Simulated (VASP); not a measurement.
Write the native input for VASP 6.6.1 that does the following.

```
Task                   : single point
Functional             : PBEsol
Potentials or basis    : VASP PAW PBE potentials, release 64 (Cr_pv)
Cutoff                 : 520 eV
k mesh                 : 24 × 24 × 24
Occupations            : gaussian, width 0.15 eV
Spin                   : no spin polarisation
Dipole correction      : no
Further INCAR settings : ALGO = Fast; EDIFF = 1e-06; NBANDS = 12
```

The structure of Cr lies in POSCAR:

```
Cr
1.0
   -1.5140475000      1.4419500000      1.4419500000
    1.5140475000     -1.4419500000      1.4419500000
    1.5140475000      1.4419500000     -1.4419500000
Cr
1
Direct
    0.0000000000      0.0000000000      0.0000000000
```

This cell differs from its parent crystal: strain +0.0500 x Voigt [1, 0, 0, 0, 0, 0].

These files were run (other wordings do the same):

INCAR

```
PREC     = Accurate       # precision mode
ENCUT    = 520            # plane-wave cutoff, eV
EDIFF    = 1E-6           # SCF threshold, eV
ISMEAR   = 0              # smearing method
SIGMA    = 0.15           # smearing width, eV
LREAL    = F              # projectors in reciprocal space
LASPH    = T              # aspherical terms in the spheres
NELM     = 60             # most SCF steps
ALGO     = Fast           # electronic algorithm
ISIF     = 2              # what is computed and relaxed
LWAVE    = F              # write WAVECAR
LCHARG   = F              # write CHGCAR
GGA      = PS             # functional
NBANDS   = 12             # bands
```

KPOINTS

```
Automatic mesh
0
Gamma
  24 24 24
```

Potentials or basis: VASP PAW PBE potentials, release 64 (Cr_pv).

The run is started by

```console
$ cat potpaw_PBE.64/Cr_pv/POTCAR > POTCAR
$ mpirun -np 1 vasp_std > vasp.out
```

It gave:

```json
{
 "Pressure": "-26.6 GPa",
 "Band gap on the k mesh": "zero (band 6 reaches 11.77 eV, above the bottom of band 7 at 9.03 eV)"
}
```

Caveat: the cell differs from its parent crystal (strain +0.0500 x Voigt [1, 0, 0, 0, 0, 0]); the PAW data sets were made with another functional, which shifts forces and pressure a little; the run has no spin polarisation, though such a crystal can be magnetic.

It took 62 s on 1 thread of Intel(R) Xeon(R) 6975P-C (Granite Rapids), on a shared host, peak memory 0.26 GiB.
